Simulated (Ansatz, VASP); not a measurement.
## BaTiO3: VASP beside Ansatz

File POSCAR:

```
BaTiO3
1.0
   -4.0363096900     -2.8751836700      2.8850194300
    0.0000000000      0.0000000000      5.7700388600
   -4.0363096900      2.8751836700      2.8850194300
Ba Ti O
2 2 6
Direct
    0.0000000000      0.0000000000      0.0000000000
    0.5000000000      0.5000000000      0.5000000000
    0.2500000000      0.2643000000      0.2500000000
    0.7500000000      0.7643000000      0.7500000000
    0.0000000000      0.4890000000      0.0000000000
    0.5000000000      0.9890000000      0.5000000000
    0.4939000000      0.4983300000      0.0061000000
    0.9939000000      0.9983300000      0.5061000000
    0.0061000000      0.4983300000      0.4939000000
    0.5061000000      0.9983300000      0.9939000000
```

File INCAR.step1:

```
SYSTEM = BaTiO3
PREC = Accurate ; ENCUT = 520
ISMEAR = 0 ; SIGMA = 0.1822
LREAL = .False. ; LASPH = .True.
NELM = 150 ; ISPIN = 2
MAGMOM = 0 0 0 0 0 0 0 0 0 0 ; LMAXMIX = 4
LDAU = .True. ; LDAUTYPE = 2
LDAUL = -1 2 -1 ; LDAUU = 0 5.73 0
LDAUJ = 0 0 0 ; NBANDS = 55
GGA = PE ; ALGO = Normal
EDIFF = 1E-4 ; LWAVE = .True.
LCHARG = .False.
```

File INCAR.step2:

```
SYSTEM = BaTiO3
PREC = Accurate ; ENCUT = 520
EDIFF = 1E-7 ; ISMEAR = 0
SIGMA = 0.1822 ; LREAL = .False.
LASPH = .True. ; NELM = 150
ALGO = Normal ; ISIF = 2
LWAVE = .False. ; LCHARG = .True.
ISPIN = 2 ; MAGMOM = 0 0 0 0 0 0 0 0 0 0
LORBIT = 11 ; LMAXMIX = 4
LDAU = .True. ; LDAUTYPE = 2
LDAUL = -1 2 -1 ; LDAUU = 0 5.73 0
LDAUJ = 0 0 0 ; LDAUPRINT = 1
METAGGA = R2SCAN ; LMIXTAU = .True.
LELF = .True. ; LVHAR = .True.
NBANDS = 55 ; ISTART = 1
```

File KPOINTS:

```
regular mesh
0
Gamma
  4 4 4
  0 0 0
```

Input for Ansatz:

```yaml
crystal:
  lattice:
    - [-4.03630969, -2.87518367, 2.88501943]
    - [0.0, 0.0, 5.77003886]
    - [-4.03630969, 2.87518367, 2.88501943]
  atoms:
    - { symbol: Ba, position: [0.0, 0.0, 0.0] }
    - { symbol: Ba, position: [0.5, 0.5, 0.5] }
    - { symbol: Ti, position: [0.25, 0.2643, 0.25] }
    - { symbol: Ti, position: [0.75, 0.7643, 0.75] }
    - { symbol: O, position: [0.0, 0.489, 0.0] }
    - { symbol: O, position: [0.5, 0.989, 0.5] }
    - { symbol: O, position: [0.4939, 0.49833, 0.0061] }
    - { symbol: O, position: [0.9939, 0.99833, 0.5061] }
    - { symbol: O, position: [0.0061, 0.49833, 0.4939] }
    - { symbol: O, position: [0.5061, 0.99833, 0.9939] }
kpoints:
  mp_grid: { grid: [4, 4, 4], shift: [0.0, 0.0, 0.0] }
  band_path:
    path:
      - [0.0, 0.0, 0.0]
      - [0.0, -0.5, -0.5]
      - [-0.5, -0.5, -1.0]
      - [-0.5, 0.0, -0.5]
      - [-1.0, -1.0, -1.0]
    npoints: 13
magnetization:
  spin_polarized: true
scf:
  occupations: { method: gaussian, width: 0.1822 }
  lower_state_search: "off"
  max_iter: 200
hamiltonian:
  pseudopotentials: { kind: paw }
  xc: r2scan
  hubbard:
    projectors: all-electron-ortho-atomic
    sites: [{ species: Ti, l: d, u_eff: 5.73 }]
basis:
  ecutwfc: 500
  fft_grid_basis: typed
output:
  forces: true
  stress: true
  eigenvalues: true
  bader: true
  populations: true
  elf: true
  write_potential: true
  volumetric_format: npy
  dos:
    e_range: [-12, 8]
    de: 0.05
    projected: { site_lists: { Ba: [Ba], O: [O], Ti: [Ti] } }
checkpoint:
  read: saved_state
```

Alike in both runs: task single point; functional r2SCAN; k mesh 4 × 4 × 4; occupations gaussian, width 0.1822 eV; collinear spin; Hubbard terms Ti d U = 5.73 eV.

|  | VASP | Ansatz |
| --- | --- | --- |
| version | VASP 6.6.1 | Ansatz 0.2.0 |
| potentials or method | VASP PAW PBE potentials, release 64 (Ba_sv, Ti_sv, O), cutoff 520 eV | PAW plane waves |
| valence electrons in the cell | 80 | 80 |

|  | VASP | Ansatz | Ansatz less VASP |
| --- | --- | --- | --- |
| gap on the k mesh at the Fermi level (eV) | 2.91 | 2.93 | +0.012 |
| pressure (GPa) | -1.3 | -5.3 | -4.02 |
| traceless stress, the component that is largest in VASP (GPa) | -0.44 | -0.39 | +0.050 |
| rms of the force components (eV/Å) | 0.200 | 0.126 | -0.0742 |

VASP's potentials were made for PBE, not for r2SCAN. The programs project onto different local orbitals, so the same U acts differently, and such runs can settle in different states. Atom by atom the forces differ by 0.209 eV/Å (rms over components). Ansatz's warnings: no starting moments.

Spin-orbit coupling is off throughout.
